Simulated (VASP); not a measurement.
Here is a VASP 6.6.1 calculation.

INCAR

```
PREC = Accurate ; ENCUT = 600
EDIFF = 1E-8 ; ISMEAR = -1
SIGMA = 0.15 ; LREAL = False
LASPH = True ; NELM = 60
ALGO = Normal ; ISIF = 3
LWAVE = False ; LCHARG = False
GGA = PE ; IBRION = 6
NFREE = 2 ; POTIM = 0.015
NSW = 1
```

KPOINTS

```
regular mesh
0
Gamma
  18 18 18
```

File POSCAR:

```
Al
1.0
    0.0000000000      2.0212850820      2.0212850820
    2.0212850820      0.0000000000      2.0212850820
    2.0212850820      2.0212850820      0.0000000000
Al
1
Direct
    0.0000000000      0.0000000000      0.0000000000
```

Potentials or basis: VASP PAW PBE potentials, release 64 (Al).

The run is started by

```console
$ cat potpaw_PBE.64/Al/POTCAR > POTCAR
$ mpirun -np 1 vasp_std > vasp.out
```

**Question.** What does it give for the elastic constants C11, C12, C44?

**Answer.** 104, 64, 26 GPa.

**Question.** Estimate the Voigt bulk modulus.

**Answer.** 77 GPa.

Clamped-ion elastic tensor (GPa):
```
104  64  64   0   0   0
 64 104  64   0   0   0
 64  64 104   0   0   0
  0   0   0  26   0   0
  0   0   0   0  26   0
  0   0   0   0   0  26
```
